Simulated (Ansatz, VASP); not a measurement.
Two plane-wave programs on AlAs

```xyz
2
Lattice="0.0000 2.8304 2.8304 2.8304 0.0000 2.8304 2.8304 2.8304 0.0000" Properties=species:S:1:pos:R:3 pbc="T T T"
Al    0.0000    0.0000    0.0000
As    1.4152    1.4152    1.4152
```

Alike in both runs: task relaxation of cell and atoms; functional PBE; k mesh 8 × 8 × 8; occupations gaussian, width 0.02 eV; no spin polarisation.

```csv
,VASP,Ansatz
version,VASP 6.6.1,Ansatz 0.2.0
potentials or method,"VASP PAW PBE potentials, release 64 (Al, As), cutoff 500 eV","scalar-relativistic, plane waves, PAW"
valence electrons in the cell,8,18
```

Ansatz gave:

| Quantity | Value |
| --- | --- |
| gap on the k mesh at the Fermi level, each at its own relaxed structure (eV) | 1.50 |
| relaxed volume (Å³/atom) | 23.50 |
| relaxed length of the cell vector where the two differ most in proportion (Å) | 4.051 |

Problem. Estimate VASP's values.

Solution. gap on the k mesh at the Fermi level, each at its own relaxed structure (eV): 1.50; relaxed volume (Å³/atom): 23.55; relaxed length of the cell vector where the two differ most in proportion (Å): 4.054.

VASP's potentials hold 8 valence electrons a cell and Ansatz's 18, so a difference there can come from the potentials and not from the codes.
